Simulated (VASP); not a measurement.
Here is a VASP 6.6.1 calculation.

INCAR

```
ALGO = Normal ; EDIFF = 1E-6
ENCUT = 520 ; GGA = PS
ISIF = 2 ; ISMEAR = 0
ISPIN = 2 ; LASPH = T
LCHARG = F ; LDAU = T
LDAUJ = 0 0 ; LDAUL = 2 -1
LDAUPRINT = 1 ; LDAUTYPE = 2
LDAUU = 3.9 0 ; LMAXMIX = 4
LORBIT = 11 ; LREAL = F
LWAVE = F ; MAGMOM = 4.51 4.51 0.12 0.12
NBANDS = 31 ; NELM = 150
PREC = Accurate ; SIGMA = 0.05
```

KPOINTS

```
k-points
0
Gamma
  8 8 4
```

Contents of POSCAR:

```
MnO
1.0
    3.4576071933      0.0000000000      0.0000000000
   -1.7288035967      2.9943756657      0.0000000000
    0.0000000000      0.0000000000      5.4255697953
Mn O
2 2
Direct
    0.3333333333      0.6666666667     -0.0005351817
    0.6666666667      0.3333333333      0.4994648183
    0.3333333333      0.6666666667      0.3869651817
    0.6666666667      0.3333333333      0.8869651817
```

Potentials or basis: VASP PAW PBE potentials, release 64 (Mn_pv, O).

Run with:

```console
$ cat potpaw_PBE.64/Mn_pv/POTCAR potpaw_PBE.64/O/POTCAR > POTCAR
$ mpirun -np 1 vasp_std > vasp.out
```

**Question.** What does it give for the pressure?

**Answer.** -2.4 GPa.

**Question.** Predict the band gap on the k mesh.

**Answer.** Zero (filled and empty bands touch).

**Question.** What does it give for the site moments?

**Answer.** Mn +4.60; O +0.10 μB.

**Question.** Estimate the net moment.

**Answer.** 10.00 μB per cell.

Eigenvalues of the final occupation matrices:
```
    site  spin  trace               eigenvalues
site 1 d     1   4.73  0.94 0.94 0.95 0.95 0.95
site 1 d     2   0.21  0.02 0.02 0.06 0.06 0.06
site 2 d     1   4.73  0.94 0.94 0.95 0.95 0.95
site 2 d     2   0.21  0.02 0.02 0.06 0.06 0.06
```

Caveat: the PAW data sets were made with another functional, which shifts forces and pressure a little. The state reached can hang on the start; a lower one may exist.
